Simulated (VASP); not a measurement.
Set up this calculation in VASP 6.6.1, as the native input.

| Property | Result |
| --- | --- |
| Task | single point |
| Functional | PBE |
| Potentials or basis | VASP PAW PBE potentials, release 64 (Si, Br) |
| Cutoff | 520 eV |
| k mesh | 6 × 6 × 6 |
| Occupations | gaussian, width 0.1 eV |
| Spin | no spin polarisation |
| Dipole correction | no |
| Further INCAR settings | ALGO = Normal; EDIFF = 1e-06; NBANDS = 28 |

The structure of SiBr5 lies in POSCAR:

```
SiBr5
1.0
    6.4669766436      0.0000000000      0.0000000000
    0.0000000000      6.4669766436      0.0000000000
    0.0000000000      0.0000000000      6.4669766436
Si Br
1 5
Direct
    0.0000000000      0.0000000000      0.0000000000
    0.8015264635      0.8015264635      0.1984735365
    0.8015264635      0.1984735365      0.8015264635
    0.1984735365      0.8015264635      0.8015264635
    0.1984735365      0.1984735365      0.1984735365
    0.5000000000      0.5000000000      0.5000000000
```

These files were run (other wordings do the same):

INCAR

```
SYSTEM = SiBr5
PREC     = Accurate       ! precision mode
ENCUT    = 520            ! plane-wave cutoff, eV
EDIFF    = 1E-6           ! SCF threshold, eV
ISMEAR   = 0              ! smearing method
SIGMA    = 0.1            ! smearing width, eV
LREAL    = .False.        ! projectors in reciprocal space
LASPH    = .True.         ! aspherical terms in the spheres
NELM     = 100            ! most SCF steps
ALGO     = Normal         ! electronic algorithm
ISIF     = 2              ! what is computed and relaxed
LWAVE    = .False.        ! write WAVECAR
LCHARG   = .False.        ! write CHGCAR
GGA      = PE             ! functional
NBANDS   = 28             ! bands
```

KPOINTS

```
regular mesh
0
Gamma
  6 6 6
  0 0 0
```

Potentials or basis: VASP PAW PBE potentials, release 64 (Si, Br).

The run is started by

```sh
$ cat potpaw_PBE.64/Si/POTCAR potpaw_PBE.64/Br/POTCAR > POTCAR
$ mpirun -np 1 vasp_std > vasp.out
```

Results of the run:

The pressure is 0.0 GPa and the band gap on the k mesh is zero (an odd number of electrons rules out a gap without spin polarisation).

Caveat: an odd number of electrons without spin polarisation forces a metal; a magnetic or distorted state may lie lower.

Wall time 5.9 min on 1 thread of Intel Xeon 8259CL (shared host), peak memory 0.38 GiB.
